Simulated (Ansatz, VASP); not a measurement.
One calculation of CdF2, two programs

Contents of INCAR:

```
SYSTEM = CdF2
PREC = Accurate
ENCUT = 520
EDIFF = 1E-7
ISMEAR = 0
SIGMA = 0.05
LREAL = .False.
LASPH = .True.
NELM = 100
ALGO = Normal
ISIF = 2
LWAVE = .False.
LCHARG = .True.
GGA = PS
LELF = .True.
LVHAR = .True.
NBANDS = 20
```

File KPOINTS:

```
regular mesh
0
Gamma
  8 8 8
  0 0 0
```

Contents of POSCAR:

```
CdF2
1.0
    0.0000000000      2.9208991569      2.2882620123
    2.8670576978      0.0000000000      2.2882620123
    2.8670576978      2.9208991569      0.0000000000
Cd F
1 2
Direct
    0.0000000000      0.0000000000      0.0000000000
    0.2500000000      0.2500000000      0.2500000000
    0.7500000000      0.7500000000      0.7500000000
```

Input for Ansatz:

```yaml
crystal:
  lattice:
    - [0.0, 2.9208991569, 2.2882620123]
    - [2.8670576978, 0.0, 2.2882620123]
    - [2.8670576978, 2.9208991569, 0.0]
  atoms:
    - { symbol: Cd, position: [0.0, 0.0, 0.0] }
    - { symbol: F, position: [0.25, 0.25, 0.25] }
    - { symbol: F, position: [0.75, 0.75, 0.75] }
basis:
  ecutwfc: 520.0
kpoints:
  mp_grid: { grid: [8, 8, 8] }
hamiltonian:
  xc: pbesol
scf:
  occupations: { method: gaussian, width: 0.05 }
output:
  forces: true
  stress: true
  eigenvalues: true
```

Change from the starting cell: strain +e along x and -e along y -0.0100, strain +e along z and -e/2 along x and y -0.1500.

Alike in both runs: task single point; functional PBEsol; k mesh 8 × 8 × 8; occupations gaussian, width 0.05 eV; no spin polarisation.

|  | VASP | Ansatz |
| --- | --- | --- |
| version | VASP 6.6.1 | Ansatz 0.2.0 |
| potentials or method | VASP PAW PBE potentials, release 64 (Cd, F), cutoff 520 eV | scalar-relativistic, plane waves, PAW |
| valence electrons in the cell | 26 | 34 |

```csv
,VASP,Ansatz,Ansatz less VASP
gap on the k mesh at the Fermi level (eV),1.46,1.49,+0.035
least direct gap on the mesh (eV),1.73,1.77,+0.040
pressure (GPa),3.2,2.4,-0.76
"traceless stress, the component that is largest in VASP (GPa)",21.50,21.79,+0.291
```

VASP's potentials were made for PBE, not for PBEsol. VASP's potentials hold 26 valence electrons a cell and Ansatz's 34, so a difference there can come from the potentials and not from the codes.
